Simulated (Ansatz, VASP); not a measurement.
# Mg in VASP and in Ansatz

The input INCAR:

```
SYSTEM = Mg
PREC = Accurate
ENCUT = 520
EDIFF = 1E-7
ISMEAR = 0
SIGMA = 0.15
LREAL = .FALSE.
LASPH = .TRUE.
NELM = 80
ALGO = Normal
ISIF = 2
LWAVE = .FALSE.
LCHARG = .FALSE.
GGA = PE
NBANDS = 7
```

Contents of KPOINTS:

```
Automatic mesh
0
G
  18 18 16
  0 0 0
```

File POSCAR:

```
Mg
1.0
    3.0502998005      0.0000000000      0.0000000000
   -1.5251499003      2.6416371164      0.0000000000
    0.0000000000      0.0000000000      2.9230440672
Mg
1
Direct
    0.0000000000      0.0000000000      0.0000000000
```

Input for Ansatz:

```yaml
crystal:
  lattice:
    - [3.0502998005, 0.0, 0.0]
    - [-1.5251499003, 2.6416371164, 0.0]
    - [0.0, 0.0, 2.9230440672]
  atoms:
    - { symbol: Mg, position: [0.0, 0.0, 0.0] }
basis:
  ecutwfc: 420
kpoints:
  mp_grid: { grid: [18, 18, 16] }
hamiltonian:
  xc: pbe
scf:
  occupations: { method: gaussian, width: 0.15 }
output:
  forces: true
  stress: true
  eigenvalues: true
```

Change from the starting cell: strain +0.000 along x and y, -0.040 along z, atoms carried along.

Alike in both runs: task single point; functional PBE; k mesh 18 × 18 × 16; occupations gaussian, width 0.15 eV; no spin polarisation.

|  | VASP | Ansatz |
| --- | --- | --- |
| version | VASP 6.6.1 | Ansatz 0.2.0 |
| potentials or method | VASP PAW PBE potentials, release 64 (Mg), cutoff 520 eV | scalar-relativistic, plane waves, PAW |
| valence electrons in the cell | 2 | 10 |

|  | VASP | Ansatz | Ansatz less VASP |
| --- | --- | --- | --- |
| gap on the k mesh at the Fermi level (eV) | none | none | - |
| pressure (GPa) | 2.4 | 2.5 | +0.08 |
| traceless stress, the component that is largest in VASP (GPa) | 1.57 | 1.56 | -0.018 |

A gap of «none» marks a metal or a gap that the smearing closes. VASP's potentials hold 2 valence electrons a cell and Ansatz's 10, so a difference there can come from the potentials and not from the codes.
